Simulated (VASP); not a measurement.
Wanted: the native input for a VASP 6.6.1 run.

```
Task                   : relaxation of cell and atoms
Functional             : LDA
Potentials or basis    : VASP PAW LDA potentials, release 64 (Hf_pv, C)
Cutoff                 : 600 eV
k mesh                 : 8 × 8 × 8
Occupations            : gaussian, width 0.1 eV
Spin                   : no spin polarisation
Dipole correction      : no
Further INCAR settings : ALGO = Normal; EDIFF = 1e-07; IBRION = 2; EDIFFG = -0.05; NSW = 100; ISIF = 3
```

The structure of HfC lies in POSCAR:

```
HfC
1.0
    0.0000000000      2.3250000000      2.3250000000
    2.3250000000      0.0000000000      2.3250000000
    2.3250000000      2.3250000000      0.0000000000
Hf C
1 1
Direct
    0.5000000000      0.5000000000      0.5000000000
    0.0000000000      0.0000000000      0.0000000000
```

These files were run (other wordings do the same):

INCAR

```
SYSTEM = HfC
PREC = Accurate ; ENCUT = 600
EDIFF = 1E-7 ; ISMEAR = 0
SIGMA = 0.1 ; LREAL = .FALSE.
LASPH = .TRUE. ; NELM = 120
ALGO = Normal ; ISIF = 3
LWAVE = .FALSE. ; LCHARG = .FALSE.
GGA = CA ; IBRION = 2
NSW = 100 ; EDIFFG = -0.05
GGA_COMPAT = .FALSE. ; NELMIN = 4
```

KPOINTS

```
Automatic mesh
0
G
  8 8 8
  0 0 0
```

Potentials or basis: VASP PAW LDA potentials, release 64 (Hf_pv, C).

Command:

```sh
$ cat potpaw_LDA.64/Hf_pv/POTCAR potpaw_LDA.64/C/POTCAR > POTCAR
$ mpirun -np 1 vasp_std > vasp.out
```

Results of the run:

```json
{
 "Relaxed volume": "11.99 Å³/atom",
 "Relaxed cell": "a = 3.237 Å, b = 3.237 Å, c = 3.237 Å, α = 60.00°, β = 60.00°, γ = 60.00°",
 "Space group after relaxing (to 0.05 Å)": "Fm-3m (No. 225)",
 "Energy gained by relaxing": "22.5 meV/atom",
 "Ionic steps": "3",
 "Pressure after relaxing": "-0.4 GPa",
 "Band gap on the k mesh": "zero (band 7 reaches 7.28 eV, above the bottom of band 8 at 5.81 eV)"
}
```

Caveat: spin-orbit coupling is left out, which moves the levels of the heavy elements.

Run time: 56 s on 1 thread of Intel Xeon 8259CL, with other jobs on the host, peak memory 0.15 GiB.
